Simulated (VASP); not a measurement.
## Ca: single point with RPBE

Crystal: Ca.

```
Ca
1.0
     0.00000    2.73384    2.73384
     2.73384    0.00000    2.73384
     2.73384    2.73384    0.00000
Ca
1
Direct
  0.00000 0.00000 0.00000
```

* Program: VASP 6.6.1
* Task: single point
* Functional: RPBE
* Potentials or basis: VASP PAW PBE potentials, release 64 (Ca_sv)
* Cutoff: 520 eV
* k mesh: 16 × 16 × 16
* Occupations: fermi-dirac, width 0.1 eV
* Spin: no spin polarisation
* Dipole correction: no
* Further INCAR settings: ALGO = Normal; EDIFF = 1e-07; NBANDS = 11

```json
{
  "Pressure": "1.6 GPa",
  "Band gap on the k mesh": "zero (bands 5 and 6 overlap by 0.35 eV)"
}
```

Levels at points of the mesh, in eV from the Fermi level:
```
           k point  band 2  band 3  band 4  band 5  band 6  band 7  band 8  band 9
(0.00, 0.00, 0.00)  -22.91  -22.91  -22.91   -4.08    2.43    2.43    2.43    3.54
(0.50, 0.00, 0.00)  -23.06  -22.93  -22.93   -0.97   -0.16    2.31    2.31    4.25
(0.50, 0.50, 0.00)  -23.05  -22.97  -22.97   -0.47    0.59    1.01    4.25    4.44
```

Run time: 36 s on 1 thread of Intel(R) Xeon(R) Platinum 8559C (Emerald Rapids), on a shared host, peak memory 0.21 GiB.

Caveat: the PAW data sets were made with another functional, which shifts forces and pressure a little.
